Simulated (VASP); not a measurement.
# K2S (Fm-3m) in VASP: notebook, part 2 of 2

VASP 6.6.1. The steps go on from the part before.

**4. Single point, PBEsol**

This run uses another cell than the first one, of 37.53 Å³/atom, 1.239 times its volume.

INCAR reads:

```
PREC     = Accurate       # precision mode
ENCUT    = 500            # plane-wave cutoff, eV
EDIFF    = 1E-6           # SCF threshold, eV
ISMEAR   = 0              # smearing method
SIGMA    = 0.01           # smearing width, eV
LREAL    = F              # projectors in reciprocal space
LASPH    = T              # aspherical terms in the spheres
NELM     = 120            # most SCF steps
ALGO     = Normal         # electronic algorithm
ISIF     = 2              # what is computed and relaxed
LWAVE    = F              # write WAVECAR
LCHARG   = F              # write CHGCAR
GGA      = PS             # functional
NBANDS   = 19             # bands
GGA_COMPAT= F
```

KPOINTS reads:

```
Automatic mesh
0
Gamma
  6 6 6
```

POSCAR reads:

```
K2S
1.0
    3.8325153726      3.8325153726      0.0000000000
   -3.8325153726      3.8325153726      0.0000000000
    0.0000000000      3.8325153726      3.8325153726
K S
2 1
Direct
    0.2500000000      0.7500000000      0.5000000000
    0.7500000000      0.2500000000      0.5000000000
    0.0000000000      0.0000000000      0.0000000000
```

Potentials or basis: VASP PAW PBE potentials, release 64 (K_sv, S).

Run with:

```
$ cat potpaw_PBE.64/K_sv/POTCAR potpaw_PBE.64/S/POTCAR > POTCAR
$ mpirun -np 1 vasp_std > vasp.out
```

OUTCAR:

```text
PREC = Accurate
   ENCUT = 500
   EDIFF = 1E-6
   ISMEAR = 0
   LREAL = F
   LASPH = T
   NELM = 120
   ISIF = 2
   GGA = PS

 ion  position               nearest neighbor table
   1  0.250  0.750  0.500-
   2  0.750  0.250  0.500-
   3  0.000  0.000  0.000-

  LATTYP: Found a face centered cubic cell.
 ALAT       =     7.6650307452

  Lattice vectors:

 A1 = (   0.0000000000,   3.8325153726,   3.8325153726)
 A2 = (   3.8325153726,   0.0000000000,   3.8325153726)
 A3 = (   3.8325153726,   3.8325153726,   0.0000000000)

Analysis of symmetry for initial positions (statically):
=====================================================================
 Subroutine PRICEL returns:
 Original cell was already a primitive cell.

 Routine SETGRP: Setting up the symmetry group for a
 face centered cubic supercell.

 Subroutine GETGRP returns: Found 48 space group operations
 (whereof 48 operations were pure point group operations)
 out of a pool of 48 trial point group operations.

The static configuration has the point symmetry O_h .

Analysis of symmetry for dynamics (positions and initial velocities):
=====================================================================
 Subroutine PRICEL returns:
 Original cell was already a primitive cell.

 Routine SETGRP: Setting up the symmetry group for a
 face centered cubic supercell.

 Subroutine GETGRP returns: Found 48 space group operations
 (whereof 48 operations were pure point group operations)
 out of a pool of 48 trial point group operations.

The dynamic configuration has the point symmetry O_h .

 Subroutine INISYM returns: Found 48 space group operations
[... 100 lines left out ...]
   PSTRESS=    0.0 pullay stress
   NELECT =      24.0000    total number of electrons
   NUPDOWN=      -1.0000    fix difference up-down
   EMIN   =  10.00;   EMAX   =-10.00  energy-range for DOS
   EFERMI =   0.00;   METHOD = LEGACY
   ISMEAR =     0;   SIGMA  =   0.01  broadening in eV -4-tet -1-fermi 0-gaus
   EFERMI_NEDOS =   21; number of points for ismear=-14 and -15
   IALGO  =     38    algorithm
   IMIX   =      4    mixing-type and parameters
     AMIX     =   0.40;   BMIX     =  1.00
     AMIX_MAG =   1.60;   BMIX_MAG =  1.00
  volume/ion in A,a.u.               =      37.53       253.25
  Fermi-wavevector in a.u.,A,eV,Ry     =   0.977953  1.848063 13.012506  0.956392
  Thomas-Fermi vector in A             =   2.108691
   LORBIT       =      0    0 simple, 1 ext, 2 COOP (PROOUT), +10 PAW based schemes
   GGA     = PS    functional components
   LHFCALC =     F    Hartree Fock is set to
   AEXX    =    0.0000 exact exchange contribution
   IVDW    =     0    specifies the selected vdW correction
   LEPSILON=     F    determine dielectric tensor
   LRPA    =     F    only Hartree local field effects (RPA)
 non-spin polarized calculation
 Gauss-broadening in eV      SIGMA  =   0.01
  energy-cutoff  :      500.00
  volume of cell :      112.59
 maximum number of plane-waves:      2884
   NGX = 19   NGY = 19   NGZ = 19

 number of electron      24.0000000 magnetization

 Free energy of the ion-electron system (eV)
  ---------------------------------------------------
  ext. energy  EPLUGINS =         0.00000000
  ---------------------------------------------------
  free energy    TOTEN  =        -9.77323755 eV

  energy without entropy =       -9.77323755  energy(sigma->0) =       -9.77323755

 E-fermi :  -0.6975     XC(G=0):  -7.1167

 val. band max:       -0.7629498798   @ k =   0.5000   0.5000   0.0000
 cond. band min:       1.2767795509   @ k =   0.0000   0.0000   0.0000
 fundamental gap:      2.0397294306
 Fermi energy:        -0.6975293607

 k-point     1 :       0.0000    0.0000    0.0000
  band No.  band energies     occupation
      1     -30.0039      2.00000
      2     -29.9482      2.00000
      3     -13.6336      2.00000
      4     -13.6336      2.00000
      5     -13.6336      2.00000
      6     -13.4518      2.00000
[... 329 lines left out ...]
      6     -13.4896      2.00000
[... 11 lines left out ...]
     18       6.3915      0.00000
     19       6.4328      0.00000

------------------------ aborting loop because EDIFF is reached ----------------------------------------

  FORCE on cell =-STRESS in cart. coord.  units (eV):
  Direction    XX          YY          ZZ          XY          YZ          ZX
  --------------------------------------------------------------------------------------
  -------------------------------------------------------------------------------------
  Total       -1.3697029     -1.3697029     -1.3697029      0.0000000      0.0000000     -0.0000000
  in kB      -19.4919479    -19.4919479    -19.4919479      0.0000000      0.0000000     -0.0000000
  external PRESSURE =     -19.4919479 kB  Pullay stress =       0.0000000 kB

 VOLUME and BASIS-vectors are now :
 -----------------------------------------------------------------------------
  energy-cutoff  :      500.00
  volume of cell :      112.59
      direct lattice vectors                 reciprocal lattice vectors
     3.832515373  3.832515373  0.000000000     0.130462621  0.130462621 -0.130462621
    -3.832515373  3.832515373  0.000000000    -0.130462621  0.130462621 -0.130462621
     0.000000000  3.832515373  3.832515373     0.000000000  0.000000000  0.260925242

 POSITION                                       TOTAL-FORCE (eV/Angst)
 -----------------------------------------------------------------------------------
     -1.91626      5.74877      1.91626         0.000000     -0.000000      0.000000
      1.91626      5.74877      1.91626        -0.000000      0.000000     -0.000000
      0.00000      0.00000      0.00000         0.000000     -0.000000      0.000000
 -----------------------------------------------------------------------------------
    total drift:                                0.000000      0.000000      0.000000

  FREE ENERGIE OF THE ION-ELECTRON SYSTEM (eV)
  ---------------------------------------------------
  free  energy   TOTEN  =        -9.7732375526 eV

  energy  without entropy=       -9.7732375526  energy(sigma->0) =       -9.77323755
```

OSZICAR:

```text
N       E                     dE             d eps       ncg     rms          rms(c)
DAV:   1     0.148572280275E+03    0.14857E+03   -0.10371E+04   608   0.104E+03
DAV:   2     0.136106045818E+01   -0.14721E+03   -0.14257E+03   667   0.290E+02
DAV:   3    -0.108672521995E+02   -0.12228E+02   -0.12187E+02  1058   0.651E+01
DAV:   4    -0.111412361551E+02   -0.27398E+00   -0.27383E+00   880   0.946E+00
DAV:   5    -0.111540376426E+02   -0.12801E-01   -0.12801E-01   922   0.135E+00    0.466E+00
DAV:   6    -0.984982503751E+01    0.13042E+01   -0.37139E+00   796   0.709E+00    0.411E+00
DAV:   7    -0.976858399602E+01    0.81241E-01   -0.79556E-01   826   0.286E+00    0.295E+00
DAV:   8    -0.978439613797E+01   -0.15812E-01   -0.25343E-01   739   0.185E+00    0.105E+00
DAV:   9    -0.976865913484E+01    0.15737E-01   -0.78368E-02   756   0.741E-01    0.579E-01
DAV:  10    -0.977461456522E+01   -0.59554E-02   -0.10643E-02   662   0.385E-01    0.218E-01
DAV:  11    -0.977299186346E+01    0.16227E-02   -0.71791E-03   815   0.234E-01    0.127E-01
DAV:  12    -0.977317078567E+01   -0.17892E-03   -0.23291E-03   677   0.133E-01    0.109E-01
DAV:  13    -0.977323299595E+01   -0.62210E-04   -0.66117E-04   667   0.735E-02    0.137E-02
DAV:  14    -0.977323864196E+01   -0.56460E-05   -0.37724E-05   690   0.191E-02    0.172E-02
DAV:  15    -0.977323765598E+01    0.98598E-06   -0.21176E-05   571   0.132E-02    0.179E-03
DAV:  16    -0.977323755264E+01    0.10334E-06   -0.75149E-07   646   0.482E-03
   1 F= -.97732376E+01 E0= -.97732376E+01  d E =-.405523E-22
```

stdout:

```text
POSCAR found type information on POSCAR K S
 POSCAR found :  2 types and       3 ions
 scaLAPACK will be used
 -----------------------------------------------------------------------------
|                                                                             |
|                                                                             |
|     You enforced a specific xc type in the INCAR file but a different       |
|     I HOPE YOU KNOW WHAT YOU ARE DOING!                                     |
|                                                                             |
 -----------------------------------------------------------------------------

 LDA part: xc-table for (Slater+PW92), standard interpolation
 POSCAR, INCAR and KPOINTS ok, starting setup
 FFT: planning ... GRIDC
 FFT: planning ... GRID_SOFT
 FFT: planning ... GRID
 WAVECAR not read
 entering main loop
```

Run time: 77 s. Hardware: 1 thread of Intel Xeon 8259CL, shared host; peak memory 0.24 GiB.

What came out:

* Free energy: -9.7732 eV
* Pressure: -1.9 GPa
* Band gap on the k mesh: 2.04 eV, indirect (least direct gap 2.16 eV)

Levels at points of the mesh, in eV from the valence-band top:
| k point | band 9 | band 10 | band 11 | band 12 | band 13 | band 14 | band 15 | band 16 |
| --- | --- | --- | --- | --- | --- | --- | --- | --- |
| (0.00, 0.00, 0.00) | -9.51 | -0.12 | -0.12 | -0.12 | 2.04 | 5.38 | 5.38 | 7.11 |
| (0.50, 0.00, 0.00) | -9.38 | -0.58 | -0.03 | -0.03 | 4.43 | 4.49 | 5.61 | 5.61 |
| (0.50, 0.50, 0.00) | -9.35 | -0.66 | 0.00 | 0.00 | 3.38 | 5.02 | 6.03 | 6.44 |

Caveat: the PAW data sets were made with another functional, which shifts forces and pressure a little.

**5. Single point, PBEsol**

This run uses another cell than the first one, of 37.53 Å³/atom, 1.239 times its volume.

INCAR reads:

```
SYSTEM = K2S
PREC = Accurate
ENCUT = 500
EDIFF = 1E-6
ISMEAR = 0
SIGMA = 0.01
LREAL = .FALSE.
LASPH = .TRUE.
NELM = 120
ALGO = Normal
ISIF = 2
LWAVE = .FALSE.
LCHARG = .TRUE.
GGA = PS
LELF = .TRUE.
LVHAR = .TRUE.
NBANDS = 19
GGA_COMPAT = .FALSE.
```

KPOINTS reads:

```
Automatic mesh
0
G
  6 6 6
  0 0 0
```

POSCAR is that of step 4.

Run with:

```
$ cat potpaw_PBE.64/K_sv/POTCAR potpaw_PBE.64/S/POTCAR > POTCAR
$ mpirun -np 1 vasp_std > vasp.out
```

Run time: 76 s. Hardware: 1 thread of Intel Xeon 8259CL, shared host; peak memory 0.24 GiB.

Results (log left out):

```yaml
Free_energy: -9.7732 eV
Pressure: -1.9 GPa
Band_gap_on_the_k_mesh: 2.04 eV, indirect (least direct gap 2.16 eV)
```

Levels at points of the mesh, in eV from the valence-band top:
```csv
k point,band 8,band 9,band 10,band 11,band 12,band 13,band 14,band 15,band 16,band 17
"(0.00, 0.00, 0.00)",-12.69,-9.51,-0.12,-0.12,-0.12,2.04,5.38,5.38,7.11,7.11
"(0.50, 0.00, 0.00)",-12.78,-9.38,-0.58,-0.03,-0.03,4.43,4.49,5.61,5.61,7.37
"(0.50, 0.50, 0.00)",-12.64,-9.35,-0.66,0.00,0.00,3.38,5.02,6.03,6.44,7.10
```

Caveat: the PAW data sets were made with another functional, which shifts forces and pressure a little.

**6. Relaxation of cell and atoms, PBEsol, target pressure -2 GPa, at which the enthalpy is minimised**

This run uses another cell than the first one, of 32.90 Å³/atom, 1.086 times its volume.

INCAR reads:

```
SYSTEM = K2S
ALGO = Normal
EDIFF = 1E-7
EDIFFG = -0.002
ENCUT = 500
GGA = PS
GGA_COMPAT = .FALSE.
IBRION = 2
ISIF = 3
ISMEAR = 0
LASPH = .TRUE.
LCHARG = .FALSE.
LREAL = .FALSE.
LWAVE = .FALSE.
NELM = 120
NELMIN = 4
NSW = 100
PREC = Accurate
PSTRESS = -20.0
SIGMA = 0.01
```

KPOINTS reads:

```
k-points
0
G
  6 6 6
  0 0 0
```

POSCAR reads:

```
K2S
1.0
    3.6679106412      3.6679106412      0.0000000000
   -3.6679106412      3.6679106412      0.0000000000
    0.0000000000      3.6679106412      3.6679106412
K S
2 1
Direct
    0.2500000000      0.7500000000      0.5000000000
    0.7500000000      0.2500000000      0.5000000000
    0.0000000000      0.0000000000      0.0000000000
```

Potentials or basis: VASP PAW PBE potentials, release 64 (K_sv, S).

Run with:

```
$ cat potpaw_PBE.64/K_sv/POTCAR potpaw_PBE.64/S/POTCAR > POTCAR
$ mpirun -np 1 vasp_std > vasp.out
```

It took 4.6 min on 1 thread of Intel Xeon 8259CL, shared host; peak memory 0.25 GiB.

It converged, with:

```
Free energy                                            : -9.7627 eV
Relaxed volume                                         : 37.74 Å³/atom
Relaxed cell                                           : a = 5.430 Å, b = 5.430 Å, c = 5.430 Å, α = 60.00°, β = 60.00°, γ = 90.00°
Space group after relaxing (to 0.05 Å)                 : Fm-3m (No. 225)
Energy change on relaxing (the enthalpy is what falls) : +33.6 meV/atom
Ionic steps                                            : 5
Pressure after relaxing                                : -2.0 GPa
Band gap on the k mesh                                 : 2.03 eV, indirect (least direct gap 2.14 eV)
```

Step by step:
```
step  energy change (eV)  largest force (eV/Å)  pressure (GPa)  volume (Å³)
   1              0.0000                0.0000            0.06        98.69
   2              0.0198                0.0000           -1.02       104.86
   3              0.0787                0.0000           -1.83       111.38
   4              0.0972                0.0000           -1.98       112.94
   5              0.1009                0.0000           -2.01       113.23
```

Final structure:
```
K S
1.0
     3.83987    3.83987    0.00000
    -3.83987    3.83987    0.00000
     0.00000    3.83987    3.83987
K S
2 1
Cartesian
  -1.9199 5.7598 1.9199
  1.9199 5.7598 1.9199
  0.0000 0.0000 0.0000
```

Levels at points of the mesh, in eV from the valence-band top:
```
           k point  band 10  band 11  band 12  band 13  band 14  band 15
(0.00, 0.00, 0.00)    -0.11    -0.11    -0.11     2.03     5.38     5.38
(0.50, 0.00, 0.00)    -0.57    -0.03    -0.03     4.41     4.46     5.60
(0.50, 0.50, 0.00)    -0.66     0.00     0.00     3.37     5.01     6.01
```

Caveat: the cell is relaxed towards a set pressure, so the enthalpy falls and the energy may rise; the PAW data sets were made with another functional, which shifts forces and pressure a little.

**7. The runs side by side**

```tsv
task	cell	gap on the mesh (eV)	pressure (GPa)
single point	a = 5.046 Å, angles 60.0, 60.0, 90.0°, 3 atoms	2.54	2.1
single point	a = 5.187 Å, angles 60.0, 60.0, 90.0°, 3 atoms	2.35	0.1
single point	a = 5.420 Å, angles 60.0, 60.0, 90.0°, 3 atoms	2.04	-1.9
relaxation of cell and atoms	relaxed to -2 GPa from a = 5.187 Å, angles 60.0, 60.0, 90.0°, 3 atoms	2.03	-2.0
```

Alike in all rows: level PBEsol; potentials or basis VASP PAW PBE potentials, release 64 (K_sv, S); no spin polarisation; k mesh 6 × 6 × 6; cutoff (eV) 500; smearing gaussian 0.01 eV.

Caveats: the PAW data sets were made with another functional, which shifts forces and pressure a little; the cell is relaxed towards a set pressure, so the enthalpy falls and the energy may rise (some runs).

Absolute energies hang on the potentials; compare differences alone.
